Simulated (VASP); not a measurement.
The system is Al3H2.

```
CELL_PARAMETERS angstrom
2.90791 0.00000 0.00000
-1.45395 2.51832 0.00000
0.00000 0.00000 7.76511
ATOMIC_POSITIONS crystal
Al 0.00000 0.00000 0.00000
Al 0.33333 0.66667 0.35322
Al 0.66667 0.33333 0.64678
H 0.33333 0.66667 0.89311
H 0.66667 0.33333 0.10689
```

This cell differs from its parent crystal: atoms taken out.

* Program: VASP 6.6.1
* Task: relaxation of cell and atoms
* Functional: PBE
* Potentials or basis: VASP PAW PBE potentials, release 64 (Al, H)
* Cutoff: 600 eV
* k mesh: 12 × 12 × 4
* Occupations: gaussian, width 0.1 eV
* Spin: no spin polarisation

At the start: pressure -0.1 GPa; volume 11.37 Å³/atom.

**Question.** Where does the relaxation end?

**Answer.** Over 11 steps the energy falls by 8.6 meV/atom and the volume is 11.23 Å³/atom (-1.3 %); space group P-3m1 (No. 164, to 0.1 Å) before and after.

Step by step:
```
step  energy change (eV)  largest force (eV/Å)  pressure (GPa)  volume (Å³)
   1              0.0000                0.0814           -0.07        56.86
   2             -0.0208                0.0773           -0.25        56.82
   3             -0.0403                0.0981           -0.31        56.60
   4             -0.0405                0.0969           -0.30        56.63
   5             -0.0406                0.0969           -0.30        56.62
   6             -0.0421                0.0435           -0.05        56.35
   7             -0.0425                0.0383            0.15        56.14
   8             -0.0428                0.0239           -0.03        56.25
   9             -0.0428                0.0204           -0.11        56.29
  10             -0.0430                0.0106           -0.06        56.22
  11             -0.0430                0.0011            0.01        56.15
```

Final structure:
```yaml
crystal:
  lattice:
    - [2.95965, 0.00000, 0.00000]
    - [-1.47983, 2.56313, 0.00000]
    - [0.00000, 0.00000, 7.40222]
  atoms:
    - { symbol: Al, position: [0.00000, 0.00000, 0.00000] }
    - { symbol: Al, position: [0.33333, 0.66667, 0.34951] }
    - { symbol: Al, position: [0.66667, 0.33333, 0.65049] }
    - { symbol: H, position: [0.33333, 0.66667, 0.89030] }
    - { symbol: H, position: [0.66667, 0.33333, 0.10970] }
```

Caveat: the cell differs from its parent crystal (atoms taken out); the highest band is partly filled, so the run has too few bands.
